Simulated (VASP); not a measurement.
The system is InP.

```
In P
1.0
     0.00000    2.85500    2.85500
     2.85500    0.00000    2.85500
     2.85500    2.85500    0.00000
In P
1 1
Direct
  0.00000 0.00000 0.00000
  0.50000 0.50000 0.50000
```

* Program: VASP 6.6.1
* Task: relaxation of cell and atoms
* Functional: PBE
* Potentials or basis: VASP PAW PBE potentials, release 64 (In_d, P)
* Cutoff: 600 eV
* k mesh: 6 × 6 × 6
* Occupations: gaussian, width 0.1 eV
* Spin: no spin polarisation

At the start: pressure -5.1 GPa; volume 23.27 Å³/atom.

**Question.** Where does the relaxation end?

**Answer.** Over 3 steps the energy falls by 34.6 meV/atom and the volume is 21.30 Å³/atom (-8.5 %); space group Fm-3m (No. 225, to 0.1 Å) before and after.

Step by step:
| step | energy change (eV) | largest force (eV/Å) | pressure (GPa) | volume (Å³) |
| --- | --- | --- | --- | --- |
| 1 | 0.0000 | 0.0000 | -5.05 | 46.54 |
| 2 | -0.0651 | 0.0000 | 1.56 | 41.77 |
| 3 | -0.0691 | 0.0000 | 0.04 | 42.60 |

Final structure:
```
In P
1.0
     0.00000    2.77193    2.77193
     2.77193    0.00000    2.77193
     2.77193    2.77193    0.00000
In P
1 1
Cartesian
  0.0000 0.0000 0.0000
  2.7719 2.7719 2.7719
```
